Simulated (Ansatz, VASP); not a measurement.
## Two plane-wave programs on TaN

Contents of POSCAR:

```
TaN
1.0
    0.0000000000      2.2113230000      2.2113230000
    2.2113230000      0.0000000000      2.2113230000
    2.2113230000      2.2113230000      0.0000000000
Ta N
1 1
Direct
    0.5000000000      0.5000000000      0.5000000000
    0.0000000000      0.0000000000      0.0000000000
```

Contents of INCAR.step1:

```
ALGO = Normal
EDIFF = 1E-5
ENCUT = 770
GGA = PE
GGA_COMPAT = F
ISMEAR = -1
LASPH = T
LCHARG = F
LDAU = T
LDAUJ = 0 0
LDAUL = 2 -1
LDAUTYPE = 2
LDAUU = 1 0
LMAXMIX = 4
LREAL = F
LWAVE = T
NBANDS = 16
NELM = 200
PREC = Accurate
SIGMA = 0.05
```

Contents of INCAR.step2:

```
ALGO = Normal
EDIFF = 1E-6
ENCUT = 770
GGA_COMPAT = F
ISIF = 2
ISMEAR = -1
ISTART = 1
LASPH = T
LCHARG = F
LDAU = T
LDAUJ = 0 0
LDAUL = 2 -1
LDAUPRINT = 1
LDAUTYPE = 2
LDAUU = 1 0
LMAXMIX = 4
LMIXTAU = T
LREAL = F
LWAVE = F
METAGGA = R2SCAN
NBANDS = 16
NELM = 200
PREC = Accurate
SIGMA = 0.05
```

Contents of KPOINTS:

```
k-points
0
Gamma
  10 10 10
```

The input input.yaml:

```yaml
crystal:
  lattice:
    - [0.0, 2.211323, 2.211323]
    - [2.211323, 0.0, 2.211323]
    - [2.211323, 2.211323, 0.0]
  atoms:
    - { symbol: Ta, position: [0.5, 0.5, 0.5] }
    - { symbol: "N", position: [0.0, 0.0, 0.0] }
hamiltonian:
  xc: r2scan
  pseudopotentials: { kind: paw }
  hubbard: { sites: [{ species: Ta, l: d, u_eff: 1.0 }] }
kpoints:
  mp_grid: { grid: [10, 10, 10] }
scf:
  occupations: { method: fermi_dirac, width: 0.05 }
  n_extra_bands: 6
output:
  forces: true
  stress: true
  eigenvalues: true
  dos: { projected: true, de: 0.05, nscf_kmesh: { grid: [15, 15, 15] } }
  write_density: true
  write_potential: true
  elf: true
  volumetric_format: npy
```

Alike in both runs: functional r2SCAN; k mesh 10 × 10 × 10; occupations fermi-dirac, width 0.05 eV; no spin polarisation; Hubbard terms Ta d U = 1.0 eV.

|  | VASP | Ansatz |
| --- | --- | --- |
| version | VASP 6.6.1 | Ansatz 0.2.0 |
| potentials or method | VASP PAW PBE potentials, release 64 (Ta_sv_GW, N) | Ansatz PAW |
| plane-wave cutoff (eV) | 770 | 500 |
| valence electrons in the cell | 18 | 18 |
| task | single point | projected density of states |

```tsv
	VASP	Ansatz	Ansatz less VASP
gap on the k mesh at the Fermi level (eV)	none	none	-
pressure (GPa)	-3.3	-5.3	-1.98
```

VASP's potentials were made for PBE, not for r2SCAN. The programs project onto different local orbitals, so the same U acts differently, and such runs can settle in different states. A gap of «none» marks a metal or a gap that the smearing closes.

Neither program's run includes spin-orbit coupling.
